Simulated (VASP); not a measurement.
# AlFe2 (P6/mmm) in VASP: single point with r2SCAN

Aim: the single point of AlFe2 with r2SCAN.

Program: VASP 6.6.1. These are calculated values, not measurements. Logs are shortened: lines on timing, memory, paths and dates and some standing lists are left out, and cuts for length are marked.

## (1) The cell of the first run

Symmetry: P6/mmm, No. 191, hexagonal system. Conventional cell: a = 4.165 Å, b = 4.165 Å, c = 2.536 Å, α = 90.00°, β = 90.00°, γ = 120.00°. Within 3.3 Å of Al (site symmetry 6/mmm) lie 2 Al at 2.54 Å and 12 Fe at 2.72 Å. Within 3.2 Å of Fe (site symmetry -6m2) lie 5 Fe at 2.40 to 2.54 Å and 6 Al at 2.72 Å.

## (2) Single point, r2SCAN, collinear spin, ferromagnetic start

Contents of POSCAR:

```
AlFe2
1.0
    4.1649828310      0.0000000000      0.0000000000
   -2.0824914155      3.6069809379      0.0000000000
    0.0000000000      0.0000000000      2.5364437044
Al Fe
1 2
Direct
    0.0000000000      0.0000000000      0.0000000000
    0.3333333333      0.6666666667      0.5000000000
    0.6666666667      0.3333333333      0.5000000000
```

Contents of INCAR.step1:

```
PREC = Accurate ; ENCUT = 520
ISMEAR = 0 ; SIGMA = 0.1
LREAL = False ; LASPH = True
NELM = 150 ; ISPIN = 2
MAGMOM = 0 2.88 2.88 ; LMAXMIX = 4
NBANDS = 20 ; GGA = PE
ALGO = Normal ; EDIFF = 1E-4
LWAVE = True ; LCHARG = False
```

Contents of INCAR.step2:

```
PREC = Accurate ; ENCUT = 520
EDIFF = 1E-6 ; ISMEAR = 0
SIGMA = 0.1 ; LREAL = False
LASPH = True ; NELM = 150
ALGO = Normal ; ISIF = 2
LWAVE = False ; LCHARG = False
ISPIN = 2 ; MAGMOM = 0 2.88 2.88
LORBIT = 11 ; LMAXMIX = 4
METAGGA = R2SCAN ; LMIXTAU = True
NBANDS = 20 ; ISTART = 1
```

Contents of KPOINTS:

```
regular mesh
0
Gamma
  12 12 16
```

Potentials or basis: VASP PAW PBE potentials, release 64 (Al, Fe).

Started as:

```console
> cat potpaw_PBE.64/Al/POTCAR potpaw_PBE.64/Fe/POTCAR > POTCAR
> cp INCAR.step1 INCAR
> mpirun -np 1 vasp_std > vasp.out
> cp INCAR.step2 INCAR
> mpirun -np 1 vasp_std > vasp.out
```

OUTCAR:

```text
PREC = Accurate
   ENCUT = 520
   EDIFF = 1E-6
   ISMEAR = 0
   LREAL = False
   LASPH = True
   NELM = 150
   ISIF = 2
   ISPIN = 2
   LORBIT = 11
   METAGGA = R2SCAN
   ISTART = 1

 ion  position               nearest neighbor table
   1  0.000  0.000  0.000-   2 2.72   3 2.72   2 2.72   3 2.72   2 2.72   2 2.72   3 2.72   3 2.72
                             3 2.72   3 2.72   2 2.72   2 2.72
   2  0.333  0.667  0.500-   3 2.40   3 2.40   3 2.40   1 2.72   1 2.72   1 2.72   1 2.72   1 2.72
                             1 2.72
   3  0.667  0.333  0.500-   2 2.40   2 2.40   2 2.40   1 2.72   1 2.72   1 2.72   1 2.72   1 2.72
                             1 2.72

  LATTYP: Found a hexagonal cell.
 ALAT       =     4.1649828310
 C/A-ratio  =     0.6089925955

  Lattice vectors:

 A1 = (   4.1649828310,   0.0000000000,   0.0000000000)
 A2 = (  -2.0824914155,   3.6069809379,   0.0000000000)
 A3 = (   0.0000000000,   0.0000000000,   2.5364437044)

Analysis of symmetry for initial positions (statically):
=====================================================================
 Subroutine PRICEL returns:
 Original cell was already a primitive cell.

 Routine SETGRP: Setting up the symmetry group for a
 hexagonal supercell.

 Subroutine GETGRP returns: Found 24 space group operations
 (whereof 24 operations were pure point group operations)
 out of a pool of 24 trial point group operations.

The static configuration has the point symmetry D_6h.

Analysis of symmetry for dynamics (positions and initial velocities):
=====================================================================
 Subroutine PRICEL returns:
 Original cell was already a primitive cell.

 Routine SETGRP: Setting up the symmetry group for a
 hexagonal supercell.

 Subroutine GETGRP returns: Found 24 space group operations
 (whereof 24 operations were pure point group operations)
 out of a pool of 24 trial point group operations.

The dynamic configuration has the point symmetry D_6h.

Analysis of structural, dynamic, and magnetic symmetry:
=====================================================================
 Subroutine PRICEL returns:
 Original cell was already a primitive cell.

 Routine SETGRP: Setting up the symmetry group for a
 hexagonal supercell.

 Subroutine GETGRP returns: Found 24 space group operations
 (whereof 24 operations were pure point group operations)
 out of a pool of 24 trial point group operations.

The overall configuration has the point symmetry D_6h.

 Subroutine INISYM returns: Found 24 space group operations
 (whereof 24 operations are pure point group operations),
 and found     1 'primitive' translations

----------------------------------------------------------------------------------------

                                     Primitive cell

  volume of cell :      38.1050

  direct lattice vectors                    reciprocal lattice vectors
     4.164982831  0.000000000  0.000000000     0.240097028  0.138620084  0.000000000
    -2.082491415  3.606980938  0.000000000     0.000000000  0.277240168  0.000000000
     0.000000000  0.000000000  2.536443704     0.000000000  0.000000000  0.394252787

  length of vectors
     4.164982831  4.164982831  2.536443704     0.277240168  0.277240168  0.394252787

  position of ions in fractional coordinates (direct lattice)
     0.000000000  0.000000000  0.000000000
     0.333333333  0.666666667  0.500000000
     0.666666667  0.333333333  0.500000000

  ion indices of the primitive-cell ions
   primitive index   ion index
                 1           1
                 2           2
                 3           3

----------------------------------------------------------------------------------------

 KPOINTS: regular mesh

Automatic generation of k-mesh.
 Grid dimensions read from file:
 generate k-points for:   12   12   16

 Generating k-lattice:

  Cartesian coordinates                     Fractional coordinates (reciprocal lattice)
     0.020008086  0.011551674  0.000000000     0.083333333  0.000000000  0.000000000
     0.000000000  0.023103347  0.000000000     0.000000000  0.083333333  0.000000000
     0.000000000  0.000000000  0.024640799     0.000000000  0.000000000  0.062500000

  Length of vectors
     0.023103347  0.023103347  0.024640799

  Shift w.r.t. Gamma in fractional coordinates (k-lattice)
     0.000000000  0.000000000  0.000000000

 Subroutine IBZKPT returns following result:
 ===========================================

 Found    171 irreducible k-points:

 Following reciprocal coordinates:
            Coordinates               Weight
  0.000000  0.000000  0.000000      1.000000
  0.083333 -0.000000  0.000000      6.000000
  0.166667 -0.000000  0.000000      6.000000
  0.250000  0.000000  0.000000      6.000000
  0.333333 -0.000000  0.000000      6.000000
  0.416667 -0.000000  0.000000      6.000000
[... 16 lines left out ...]
  0.250000  0.000000  0.062500     12.000000
  0.333333 -0.000000  0.062500     12.000000
 [... further k-points ...]
   k-points           NKPTS =    171   k-points in BZ     NKDIM =    171   number of bands    NBANDS=     20
   number of dos      NEDOS =    301   number of ions     NIONS =      3
   total plane-waves  NPLWV =  20480
   dimension x,y,z NGX =    32 NGY =   32 NGZ =   20
   dimension x,y,z NGXF=    64 NGYF=   64 NGZF=   40
   ions per type =               1   2
   NGX,Y,Z   is equivalent  to a cutoff of  12.77, 12.77, 13.11 a.u.
   NGXF,Y,Z  is equivalent  to a cutoff of  25.55, 25.55, 26.22 a.u.
 SYSTEM =  unknown system
   PREC   = accura    normal or accurate (medium, high low for compatibility)
   ISTART =      1    job   : 0-new  1-cont  2-samecut
   ICHARG =      0    charge: 1-file 2-atom 10-const
   ISPIN  =      2    spin polarized calculation?
   LNONCOLLINEAR =      F non collinear calculations
   LSORBIT =      F    spin-orbit coupling
   LASPH  =      T    aspherical Exc in radial PAW
   ENCUT  =  520.0 eV  38.22 Ry    6.18 a.u.   7.74  7.74  4.72*2*pi/ulx,y,z
   NELM   =    150;   NELMIN=  2; NELMDL=  0     # of ELM steps
   EDIFF  = 0.1E-05   stopping-criterion for ELM
   LREAL  =      F    real-space projection
   EDIFFG = 0.1E-04   stopping-criterion for IOM
   NSW    =      0    number of steps for IOM
   IBRION =     -1    ionic relax: 0-MD 1-quasi-New 2-CG
   NFREE  =      0    steps in history (QN), initial steepest desc. (CG)
   ISIF   =      2    stress and relaxation
   ISYM   =      2    0-nonsym 1-usesym 2-fastsym
   POTIM  = 0.5000    time-step for ionic-motion
   TEBEG  =    0.0;   TEEND  =   0.0 temperature during run
   PSTRESS=    0.0 pullay stress
   NELECT =      19.0000    total number of electrons
   NUPDOWN=      -1.0000    fix difference up-down
   EMIN   =  10.00;   EMAX   =-10.00  energy-range for DOS
   EFERMI =   0.00;   METHOD = LEGACY
   ISMEAR =     0;   SIGMA  =   0.10  broadening in eV -4-tet -1-fermi 0-gaus
   EFERMI_NEDOS =   21; number of points for ismear=-14 and -15
   IALGO  =     38    algorithm
   IMIX   =      4    mixing-type and parameters
     AMIX     =   0.40;   BMIX     =  1.00
     AMIX_MAG =   1.60;   BMIX_MAG =  1.00
  volume/ion in A,a.u.               =      12.70        85.72
  Fermi-wavevector in a.u.,A,eV,Ry     =   1.298171  2.453188 22.929194  1.685248
  Thomas-Fermi vector in A             =   2.429517
   LORBIT       =     11    0 simple, 1 ext, 2 COOP (PROOUT), +10 PAW based schemes
   METAGGA = R2SCAN    functional components
   LHFCALC =     F    Hartree Fock is set to
   AEXX    =    0.0000 exact exchange contribution
   IVDW    =     0    specifies the selected vdW correction
   LEPSILON=     F    determine dielectric tensor
   LRPA    =     F    only Hartree local field effects (RPA)
 spin polarized calculation
 Gauss-broadening in eV      SIGMA  =   0.10
  energy-cutoff  :      520.00
  volume of cell :       38.11
 maximum number of plane-waves:      1054
 NGX is ok and might be reduce to    32
   NGX = 15   NGY = 15   NGZ =  9

 number of electron      19.0000000 magnetization       5.1179972

 Free energy of the ion-electron system (eV)
  ---------------------------------------------------
  ext. energy  EPLUGINS =         0.00000000
  ---------------------------------------------------
  free energy    TOTEN  =       -35.93191092 eV

  energy without entropy =      -35.92455126  energy(sigma->0) =      -35.92823109

 E-fermi :   7.1870     XC(G=0): -12.9786

 val. band max:        7.1863805900   @ k =   0.1667   0.1667   0.4375
 cond. band min:       7.1882292097   @ k =   0.5000   0.0000   0.5000
 fundamental gap:      0.0018486197
 Fermi energy:         7.1870027229

 spin component 1

 k-point     1 :       0.0000    0.0000    0.0000
  band No.  band energies     occupation
      1      -3.4713      1.00000
      2       2.5998      1.00000
      3       2.5998      1.00000
      4       2.6939      1.00000
      5       3.6011      1.00000
      6       3.7005      1.00000
[... 12 lines left out ...]
     19      22.8221      0.00000
     20      28.0796      0.00000
[... 507 lines left out ...]
 k-point    24 :       0.3333   -0.0000    0.0625
  band No.  band energies     occupation
      1      -2.1051      1.00000
      2       1.1321      1.00000
      3       2.8282      1.00000
      4       2.8955      1.00000
      5       3.0830      1.00000
      6       3.6519      1.00000
[... 12 lines left out ...]
     19      22.1621      0.00000
     20      22.5393      0.00000

 [... further k-points ...]

 spin component 2

 k-point     1 :       0.0000    0.0000    0.0000
  band No.  band energies     occupation
      1      -3.7196      1.00000
      2       4.0799      1.00000
      3       4.0799      1.00000
      4       4.4171      1.00000
      5       5.5865      1.00000
      6       5.8960      1.00000
[... 12 lines left out ...]
     19      22.9754      0.00000
     20      28.4434      0.00000
[... 507 lines left out ...]
 k-point    24 :       0.3333   -0.0000    0.0625
  band No.  band energies     occupation
      1      -2.3126      1.00000
      2       1.4720      1.00000
      3       4.2530      1.00000
      4       4.5213      1.00000
      5       5.0498      1.00000
      6       5.7547      1.00000
[... 12 lines left out ...]
     19      22.6459      0.00000
     20      23.0052      0.00000

 [... further k-points ...]
[... 5 lines left out ...]
  --------------------------------------------------------------------------------------
  -------------------------------------------------------------------------------------
  Total       -0.0940029     -0.0940029     -0.0413850      0.0000000     -0.0000000      0.0000000
  in kB       -3.9524771     -3.9524771     -1.7400889      0.0000000     -0.0000000      0.0000000
  external PRESSURE =      -3.2150144 kB  Pullay stress =       0.0000000 kB

 VOLUME and BASIS-vectors are now :
 -----------------------------------------------------------------------------
  energy-cutoff  :      520.00
  volume of cell :       38.11
      direct lattice vectors                 reciprocal lattice vectors
     4.164982831  0.000000000  0.000000000     0.240097028  0.138620084  0.000000000
    -2.082491415  3.606980938  0.000000000     0.000000000  0.277240168  0.000000000
     0.000000000  0.000000000  2.536443704     0.000000000  0.000000000  0.394252787

 POSITION                                       TOTAL-FORCE (eV/Angst)
 -----------------------------------------------------------------------------------
      0.00000      0.00000      0.00000         0.000000      0.000000      0.000000
     -0.00000      2.40465      1.26822         0.000000     -0.000000      0.000000
      2.08249      1.20233      1.26822        -0.000000      0.000000      0.000000
 -----------------------------------------------------------------------------------
    total drift:                               -0.000000      0.000000     -0.000000

  FREE ENERGIE OF THE ION-ELECTRON SYSTEM (eV)
  ---------------------------------------------------
  free  energy   TOTEN  =       -35.9319109202 eV

  energy  without entropy=      -35.9245512565  energy(sigma->0) =      -35.92823109

 total charge

# of ion       s       p       d       tot
------------------------------------------
    1        0.385   0.432   0.000   0.817
    2        0.468   0.522   6.233   7.223
    3        0.468   0.522   6.233   7.223
--------------------------------------------------
tot          1.321   1.476  12.467  15.264

 magnetization (x)

# of ion       s       p       d       tot
------------------------------------------
    1       -0.017  -0.040   0.000  -0.056
    2        0.011  -0.009   2.641   2.643
    3        0.011  -0.009   2.641   2.643
--------------------------------------------------
tot          0.006  -0.057   5.281   5.230
```

It took 7.6 min on 1 thread of Intel Xeon 6975P-C, shared host; peak memory 0.33 GiB.

What came out:

* Free energy: -35.9319 eV
* Pressure: -0.3 GPa
* Net moment: 5.12 μB per cell
* Site moments: Al -0.06; Fe +2.64 μB
* Valence electrons inside the program's atomic spheres: Al 0.82; Fe 7.22

Caveat: the PAW data sets were made with another functional, which shifts forces and pressure a little.
